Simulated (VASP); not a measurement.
A run of VASP 6.6.1 is set up as follows.

The input INCAR:

```
SYSTEM = Al2InN3
ALGO = Normal
EDIFF = 1E-6
EDIFFG = -0.01
ENCUT = 600
GGA = PE
IBRION = 2
ISIF = 3
ISMEAR = 0
LASPH = .True.
LCHARG = .False.
LREAL = .False.
LWAVE = .False.
NELM = 60
NSW = 100
PREC = Accurate
SIGMA = 0.02
```

File KPOINTS:

```
k-points
0
Gamma
  6 6 6
  0 0 0
```

Contents of POSCAR:

```
Al2InN3
1.0
    4.9210552137     -2.8287374271      0.0000000000
    4.9210552137      2.8287374271      0.0000000000
    0.0000000000      0.0000000000      5.2511076616
Al In N
4 2 6
Direct
    0.1648901852      0.4917784244      0.5002480112
    0.5082215756      0.8351098148      0.5002480112
    0.8351098148      0.5082215756      0.0002480112
    0.4917784244      0.1648901852      0.0002480112
    0.8218895951      0.1781104049      0.4962031536
    0.1781104049      0.8218895951      0.9962031536
    0.8334997623      0.5367697652      0.3642212774
    0.4632302348      0.1665002377      0.3642212774
    0.2015585162      0.7984414838      0.4148582692
    0.7984414838      0.2015585162      0.9148582692
    0.1665002377      0.4632302348      0.8642212774
    0.5367697652      0.8334997623      0.8642212774
```

Potentials or basis: VASP PAW PBE potentials, release 64 (Al, In_d, N).

Run with:

```console
$ cat potpaw_PBE.64/Al/POTCAR potpaw_PBE.64/In_d/POTCAR potpaw_PBE.64/N/POTCAR > POTCAR
$ mpirun -np 1 vasp_std > vasp.out
```

Question: Predict the space group after relaxing (to 0.1 Å).

Answer: Cmc2_1 (No. 36).

Question: Predict the relaxed volume.

Answer: 12.15 Å³/atom.

Final structure:
```
CELL_PARAMETERS angstrom
4.91497 -2.82620 0.00000
4.91497 2.82620 0.00000
0.00000 0.00000 5.24794
ATOMIC_POSITIONS crystal
Al 0.16500 0.49165 0.50034
Al 0.50835 0.83500 0.50034
Al 0.83500 0.50835 0.00034
Al 0.49165 0.16500 0.00034
In 0.82188 0.17812 0.49585
In 0.17812 0.82188 0.99585
N 0.83352 0.53701 0.36418
N 0.46299 0.16648 0.36418
N 0.20183 0.79817 0.41511
N 0.79817 0.20183 0.91511
N 0.16648 0.46299 0.86418
N 0.53701 0.83352 0.86418
```
